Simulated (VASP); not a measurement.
Set up this calculation in VASP 6.6.1, as the native input.

```
Task                   : single point
Functional             : revPBE
Dispersion             : D3(BJ)
Potentials or basis    : VASP PAW PBE potentials, release 64 (Si)
Cutoff                 : 520 eV
k mesh                 : 17 × 17 × 17
Occupations            : fermi-dirac, width 0.15 eV
Spin                   : no spin polarisation
Dipole correction      : no
Further INCAR settings : ALGO = Normal; EDIFF = 1e-06; NBANDS = 8
```

The structure of Si lies in POSCAR:

```
Si
1.0
    0.0000000000      1.8689778907      1.8689778907
    1.8689778907      0.0000000000      1.8689778907
    1.8689778907      1.8689778907      0.0000000000
Si
1
Direct
    0.0000000000      0.0000000000      0.0000000000
```

The input as run:

INCAR

```
SYSTEM = Si
ALGO = Normal
EDIFF = 1E-6
ENCUT = 520
GGA = RE
ISIF = 2
ISMEAR = -1
IVDW = 12
LASPH = .True.
LCHARG = .True.
LELF = .True.
LREAL = .False.
LVHAR = .True.
LWAVE = .False.
NBANDS = 8
NELM = 100
PREC = Accurate
SIGMA = 0.15
```

KPOINTS

```
k-points
0
Gamma
  17 17 17
  0 0 0
```

Potentials or basis: VASP PAW PBE potentials, release 64 (Si).

Launch:

```sh
$ cat potpaw_PBE.64/Si/POTCAR > POTCAR
$ mpirun -np 1 vasp_std > vasp.out
```

Results of the run:

```
Pressure                   : -0.5 GPa
Band gap on the k mesh     : zero (band 2 reaches 23.93 eV, above the bottom of band 3 at 8.31 eV)
Dispersion energy per atom : -0.929 eV
```

Caveat: the PAW data sets were made with another functional, which shifts forces and pressure a little; pairwise dispersion overbinds metals, which lowers pressure and volume.

Run time: 7.5 s on 1 thread of Intel(R) Xeon(R) Platinum 8488C (Sapphire Rapids), on a shared host, peak memory 0.13 GiB.
